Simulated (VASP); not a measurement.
Crystal: Hf.

```
Hf
1.0
     3.20000    0.00000    0.00000
    -1.60000    2.77128    0.00000
     0.00000    0.00000    5.06240
Hf
2
Direct
  0.33333 0.66667 0.75000
  0.66667 0.33333 0.25000
```

```yaml
Program: VASP 6.6.1
Task: relaxation of cell and atoms
Functional: PBEsol
Potentials_or_basis: VASP PAW PBE potentials, release 64 (Hf_pv)
Cutoff: 600 eV
k_mesh: 16 × 16 × 8
Occupations: gaussian, width 0.05 eV
Spin: no spin polarisation
```

At the start: pressure -4.4 GPa; volume 22.45 Å³/atom.

**Question.** Where does the relaxation end?

**Answer.** Over 5 steps the energy falls by 12.8 meV/atom and the volume is 21.55 Å³/atom (-4.0 %); space group P6_3/mmc (No. 194, to 0.05 Å).

Step by step:
```csv
step,energy change (eV),largest force (eV/Å),pressure (GPa),volume (Å³)
1,0.0000,0.0000,-4.40,44.89
2,0.0125,0.0000,6.07,41.01
3,-0.0256,0.0000,-0.05,43.10
4,-0.0256,0.0000,0.05,43.07
5,-0.0256,0.0000,-0.05,43.10
```

Final structure:
```xyz
2
Lattice="3.1586 0.0000 0.0000 -1.5793 2.7354 0.0000 0.0000 0.0000 4.9890" Properties=species:S:1:pos:R:3 pbc="T T T"
Hf    0.0000    1.8236    3.7418
Hf    1.5793    0.9118    1.2473
```

Caveat: the PAW data sets were made with another functional, which shifts forces and pressure a little.
